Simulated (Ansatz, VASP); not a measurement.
Al2O3: VASP beside Ansatz

```
Al O
1.0
     2.95320    0.00000    0.00000
    -1.47660    2.55755    0.00000
     0.00000    0.00000    7.95290
Al O
2 3
Direct
  0.00000 0.00000 0.19074
  0.00000 0.00000 0.80926
  0.33333 0.66667 0.28409
  0.66667 0.33333 0.00000
  0.33333 0.66667 0.71591
```

Alike in both runs: task single point; functional PBE; dispersion D3(BJ); k mesh 9 × 9 × 4; occupations gaussian, width 0.05 eV; no spin polarisation.

|  | VASP | Ansatz |
| --- | --- | --- |
| version | VASP 6.6.1 | Ansatz 0.2.0 |
| potentials or method | VASP PAW PBE potentials, release 64 (Al, O), cutoff 520 eV | scalar-relativistic, plane waves, PAW |
| valence electrons in the cell | 24 | 24 |

|  | VASP | Ansatz | Ansatz less VASP |
| --- | --- | --- | --- |
| gap on the k mesh at the Fermi level (eV) | 3.81 | 3.83 | +0.022 |
| least direct gap on the mesh (eV) | 3.87 | 3.88 | +0.002 |
| pressure (GPa) | -17.8 | -17.8 | +0.01 |
| traceless stress, the component that is largest in VASP (GPa) | -3.50 | -3.31 | +0.189 |
| rms of the force components (eV/Å) | 0.575 | 0.567 | -0.0072 |

Atom by atom the forces differ by 0.014 eV/Å (rms over components).
